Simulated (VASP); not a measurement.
Write the native input for VASP 6.6.1 that does the following.

| Item | Value |
| --- | --- |
| Task | single point |
| Functional | PBE |
| Potentials or basis | VASP PAW PBE potentials, release 64 (Ba_sv, Si) |
| Cutoff | 520 eV |
| k mesh | 6 × 6 × 6 |
| Occupations | gaussian, width 0.05 eV |
| Spin | no spin polarisation |
| Dipole correction | no |
| Further INCAR settings | ALGO = Normal; EDIFF = 1e-06; NBANDS = 25 |

The structure of Ba3Si lies in POSCAR:

```
Ba3Si
1.0
    5.4541978750      0.0000000000      0.0000000000
    0.0000000000      5.4541978750      0.0000000000
    0.0000000000      0.0000000000      5.4541978750
Ba Si
3 1
Direct
    0.0000000000      0.5000000000      0.5000000000
    0.5000000000      0.5000000000      0.0000000000
    0.5000000000      0.0000000000      0.5000000000
    0.0000000000      0.0000000000      0.0000000000
```

This cell differs from its parent crystal: volume scaled by 1.040.

The input as run:

INCAR

```
SYSTEM = Ba3Si
  ALGO = Normal
  EDIFF = 1E-6
  ENCUT = 520
  GGA = PE
  ISIF = 2
  ISMEAR = 0
  LASPH = .True.
  LCHARG = .False.
  LREAL = .False.
  LWAVE = .False.
  NBANDS = 25
  NELM = 100
  PREC = Accurate
  SIGMA = 0.05
```

KPOINTS

```
k-points
0
Gamma
  6 6 6
  0 0 0
```

Potentials or basis: VASP PAW PBE potentials, release 64 (Ba_sv, Si).

Command:

```sh
$ cat potpaw_PBE.64/Ba_sv/POTCAR potpaw_PBE.64/Si/POTCAR > POTCAR
$ mpirun -np 1 vasp_std > vasp.out
```

Results of the run:

| Item | Value |
| --- | --- |
| Pressure | -0.3 GPa |
| Band gap on the k mesh | zero (band 17 reaches 3.59 eV, above the bottom of band 18 at 2.69 eV) |

Caveat: spin-orbit coupling is left out, which moves the levels of the heavy elements.

It took 48 s on 1 thread of Intel(R) Xeon(R) 6975P-C (Granite Rapids) (shared host), peak memory 0.28 GiB.
